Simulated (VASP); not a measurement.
Runs of VASP 6.6.1 on TaSb. The structure is that of space group Fm-3m (No. 225), or close to it. The cells are those of the table. 

```tsv
task	cell	cutoff (eV)	smearing	gap on the mesh (eV)	pressure (GPa)	relaxed volume (Å³/atom)
single point	a = 3.947 Å, angles 60.0°, 2 atoms	520	gaussian 0.1 eV	none	0.3	-
single point	a = 3.952 Å, angles 60.0°, 2 atoms	520	fermi-dirac 0.15 eV	none	0.3	-
relaxation of cell and atoms	relaxed from a = 3.951 Å, angles 60.0°, 2 atoms	600	gaussian 0.1 eV	none	0.0	21.79
relaxation of cell and atoms	relaxed from a = 3.947 Å, angles 60.0°, 2 atoms	600	fermi-dirac 0.15 eV	none	0.0	(a)
```

Alike in all rows: level PBEsol; potentials or basis VASP PAW PBE potentials, release 64 (Ta_pv, Sb); no spin polarisation; k mesh 14 × 14 × 14.

**Question.** Estimate the missing entries.

**Answer.** (a) 21.87.

Caveats: the PAW data sets were made with another functional, which shifts forces and pressure a little; spin-orbit coupling is left out, which moves the levels of the heavy elements.

A k mesh can miss the band edges, and the runs leave out spin-orbit coupling on Sb, Ta.

A gap of «none» marks levels without a gap at the run's occupations.
